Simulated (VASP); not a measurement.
Ta3Si3N, 7 atoms in the cell. Symmetry: Pm-3m, No. 221, cubic system. The conventional cell has a = 4.974 Å, b = 4.974 Å, c = 4.974 Å, α = 90.00°, β = 90.00°, γ = 90.00°. Within 3.3 Å of Ta (site symmetry 4/mmm) lie 4 Si at 2.49 Å. Si (site symmetry 4/mmm) has 4 Ta at 2.49 Å and 2 N at 2.49 Å within 3.3 Å. N (site symmetry m-3m) has 6 Si at 2.49 Å within 3.3 Å. 

- Program: VASP 6.6.1
- Task: single point
- Functional: PBE
- Potentials or basis: VASP PAW PBE potentials, release 64 (Ta_pv, Si, N)
- Cutoff: 520 eV
- k mesh: 8 × 8 × 8
- Occupations: gaussian, width 0.1 eV
- Spin: no spin polarisation
- Dipole correction: no
- Further INCAR settings: ALGO = Normal; EDIFF = 1e-06; NBANDS = 34

Potentials or basis: VASP PAW PBE potentials, release 64 (Ta_pv, Si, N).

Command:

```console
$ cat potpaw_PBE.64/Ta_pv/POTCAR potpaw_PBE.64/Si/POTCAR potpaw_PBE.64/N/POTCAR > POTCAR
$ mpirun -np 1 vasp_std > vasp.out
```

Hardware: 1 thread of Intel(R) Xeon(R) 6975P-C (Granite Rapids), on a shared host.

Problem. How long does it take, and how much memory?

Solution. Run time: 65 s on 1 thread of Intel(R) Xeon(R) 6975P-C (Granite Rapids), on a shared host, peak memory 0.31 GiB. Counts: scf iterations 16, k points 35.
